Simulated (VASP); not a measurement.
Input of a VASP 6.6.1 run:

Contents of INCAR:

```
SYSTEM = SnS
  PREC = Accurate
  ENCUT = 500
  EDIFF = 1E-6
  ISMEAR = 0
  SIGMA = 0.05
  LREAL = .FALSE.
  LASPH = .TRUE.
  NELM = 120
  ALGO = Normal
  ISIF = 2
  LWAVE = .FALSE.
  LCHARG = .FALSE.
  GGA = PS
  NBANDS = 50
  GGA_COMPAT = .FALSE.
```

File KPOINTS:

```
Automatic mesh
0
G
  4 8 6
  0 0 0
```

File POSCAR:

```
SnS
1.0
   11.0967523774      0.0000000000      0.0000000000
    0.0000000000      3.9844082481      0.0000000000
    0.0000000000      0.0000000000      4.2315428581
Sn S
4 4
Direct
    0.1185767382      0.2500000000      0.1101694999
    0.3814232618      0.7500000000      0.6101694999
    0.6185767382      0.2500000000      0.3898305001
    0.8814232618      0.7500000000      0.8898305001
    0.8533462424      0.2500000000      0.4747534667
    0.6466537576      0.7500000000      0.9747534667
    0.3533462424      0.2500000000      0.0252465333
    0.1466537576      0.7500000000      0.5252465333
```

Potentials or basis: VASP PAW PBE potentials, release 64 (Sn_d, S).

Launch:

```sh
$ cat potpaw_PBE.64/Sn_d/POTCAR potpaw_PBE.64/S/POTCAR > POTCAR
$ mpirun -np 1 vasp_std > vasp.out
```

Task: What does it give for the largest force?

Result: 0.010 eV/Å.

Task: Estimate the band gap on the k mesh.

Result: 0.73 eV (least direct gap 1.08 eV).

Task: Predict the pressure.

Result: 0.0 GPa.

Forces on the atoms (eV/Å):
```
Sn  -0.006  0.000 -0.008
Sn   0.006  0.000 -0.008
Sn  -0.006  0.000  0.008
Sn   0.006  0.000  0.008
S    0.002  0.000 -0.005
S   -0.002  0.000 -0.005
S    0.002  0.000  0.005
S   -0.002  0.000  0.005
```

Caveat: semilocal functionals underestimate gaps, and a narrow one can read as zero; the PAW data sets were made with another functional, which shifts forces and pressure a little; spin-orbit coupling is left out, which moves the levels of the heavy elements.

**Measured values to compare with.**

“Linear dichroism of the optical properties of SnS and SnSe van der Waals crystals”, 2024, arxiv:2409.17412 reports, for a bulk crystal of SnS at 300 K: band gap 1.09 eV (indirect).

Against the measured gap of SnS, 1.09 eV (indirect; 300 K; “Linear dichroism of the optical properties of SnS and SnSe van der Waals crystals”, 2024, arxiv:2409.17412), the calculated 0.73 eV is off by -0.36 eV. 2 values of this kind are on record (1.09 to 1.16 eV); this one was drawn at random. Spin-orbit coupling on Sn is left out. The value is that of PBEsol on a finite k mesh, which can miss the band edges, without temperature or zero-point motion. Semilocal functionals fall short of measured gaps as a rule.
